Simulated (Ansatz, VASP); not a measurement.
**Two plane-wave programs on Co**

File INCAR:

```
PREC = Accurate ; ENCUT = 520
EDIFF = 1E-7 ; ISMEAR = 1
SIGMA = 0.01 ; LREAL = False
LASPH = True ; NELM = 150
ALGO = Normal ; ISIF = 2
LWAVE = False ; LCHARG = False
ISPIN = 2 ; MAGMOM = 1.69 1.69
LORBIT = 11 ; LMAXMIX = 4
GGA = PE ; NBANDS = 20
```

Contents of KPOINTS:

```
regular mesh
0
Gamma
  14 14 8
```

The input POSCAR:

```
Co
1.0
    2.4935221926      0.0000000000      0.0000000000
   -1.2467610963      2.1594535637      0.0000000000
    0.0000000000      0.0000000000      4.0277844638
Co
2
Direct
    0.3333333333      0.6666666667      0.2500000000
    0.6666666667      0.3333333333      0.7500000000
```

Input for Ansatz:

```yaml
crystal:
  lattice:
    - [2.4935221926, 0.0, 0.0]
    - [-1.2467610963, 2.1594535637, 0.0]
    - [0.0, 0.0, 4.0277844638]
  atoms:
    - { symbol: Co, position: [0.3333333333, 0.6666666667, 0.25], spin: 1.69 }
    - { symbol: Co, position: [0.6666666667, 0.3333333333, 0.75], spin: 1.69 }
hamiltonian:
  xc: pbe
  pseudopotentials:
    kind: paw
    azcp:
      Co: "pseudopotentials/Co.paw.azcp"
basis:
  ecutwfc: 420
  fft_grid_basis: typed
kpoints:
  mp_grid: { grid: [14, 14, 8], shift: [0, 0, 0] }
magnetization:
  spin_polarized: true
scf:
  occupations: { method: cold, width: 0.01 }
  lower_state_search: "off"
output:
  stress: true
  write_density: true
  write_potential: true
  elf: true
  volumetric_format: npy
```

Alike in both runs: task single point; functional PBE; k mesh 14 × 14 × 8; collinear spin.

|  | VASP | Ansatz |
| --- | --- | --- |
| version | VASP 6.6.1 | Ansatz 0.2.0 |
| potentials or method | VASP PAW PBE potentials, release 64 (Co), cutoff 520 eV | plane waves (420 eV) with PAW, scalar-relativistic |
| occupations | methfessel-paxton of order 1, width 0.01 eV | cold, width 0.01 eV |
| valence electrons in the cell | 18 | 34 |

|  | VASP | Ansatz | Ansatz less VASP |
| --- | --- | --- | --- |
| pressure (GPa) | -1.0 | 0.0 | +1.03 |
| traceless stress, the component that is largest in VASP (GPa) | 0.19 | -0.17 | -0.362 |
| net moment per atom (μB) | 1.57 | 1.59 | +0.026 |
| size of the moment on the site where the two differ most (μB) | 1.59 | 1.67 | +0.083 |

Site moments also hang on the region over which each program counts them. VASP's potentials hold 18 valence electrons a cell and Ansatz's 34, so a difference there can come from the potentials and not from the codes. Ansatz's warnings: stability check not made.
